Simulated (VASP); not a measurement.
TiSi2:

```
CELL_PARAMETERS angstrom
0.00000 4.11752 4.22027
2.38951 0.00000 4.22027
2.38951 4.11752 0.00000
ATOMIC_POSITIONS crystal
Ti 0.75000 0.75000 0.75000
Ti 0.50000 0.50000 0.50000
Si 0.41257 0.08743 0.41257
Si 0.08743 0.41257 0.08743
Si 0.16257 0.83743 0.16257
Si 0.83743 0.16257 0.83743
```

Base run:

| Quantity | Value |
| --- | --- |
| Program | VASP 6.6.1 |
| Functional | PBEsol |
| Potentials or basis | VASP PAW PBE potentials, release 64 (Ti_sv, Si) |
| Cutoff | 520 eV |
| k mesh | 6 × 6 × 6 |
| Occupations | fermi-dirac, width 0.05 eV |
| Spin | no spin polarisation |

Its results: band gap on the k mesh zero (band 20 reaches 10.81 eV, above the bottom of band 21 at 9.08 eV); pressure 0.0 GPa; largest force 0.118 eV/Å.

Task: The run is repeated on the same cell with these changes: functional from PBEsol to PBE; further incar settings from ALGO = Normal; EDIFF = 1e-07; NBANDS = 29 to ALGO = Normal; EDIFF = 1e-06; NBANDS = 29. What comes out?

Result: Band gap on the k mesh zero (band 20 reaches 10.90 eV, above the bottom of band 21 at 9.17 eV); pressure 3.9 GPa; largest force 0.088 eV/Å.

Caveats: the PAW data sets were made with another functional, which shifts forces and pressure a little (some runs).
